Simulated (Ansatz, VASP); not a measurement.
## One calculation of Ru, two programs

```
CELL_PARAMETERS angstrom
0.00000 1.93057 1.93057
1.93057 0.00000 1.93057
1.93057 1.93057 0.00000
ATOMIC_POSITIONS crystal
Ru 0.00000 0.00000 0.00000
```

Alike in both runs: task relaxation of cell and atoms; functional PBE; k mesh 8 × 8 × 8; occupations gaussian, width 0.1 eV; no spin polarisation.

```csv
,VASP,Ansatz
version,VASP 6.6.1,Ansatz 0.2.0
potentials or method,"VASP PAW PBE potentials, release 64 (Ru_pv), cutoff 500 eV","scalar-relativistic, plane waves, PAW"
valence electrons in the cell,14,16
```

|  | VASP | Ansatz | Ansatz less VASP |
| --- | --- | --- | --- |
| gap on the k mesh at the Fermi level, each at its own relaxed structure (eV) | none | none | - |
| relaxed volume (Å³/atom) | 13.79 | 13.79 | -0.007 |
| relaxed cell length with the largest relative difference (Å) | 2.692 | 2.691 | -0.0005 |

A gap of «none» marks a metal or a gap that the smearing closes. VASP's potentials hold 14 valence electrons a cell and Ansatz's 16, so a difference there can come from the potentials and not from the codes.
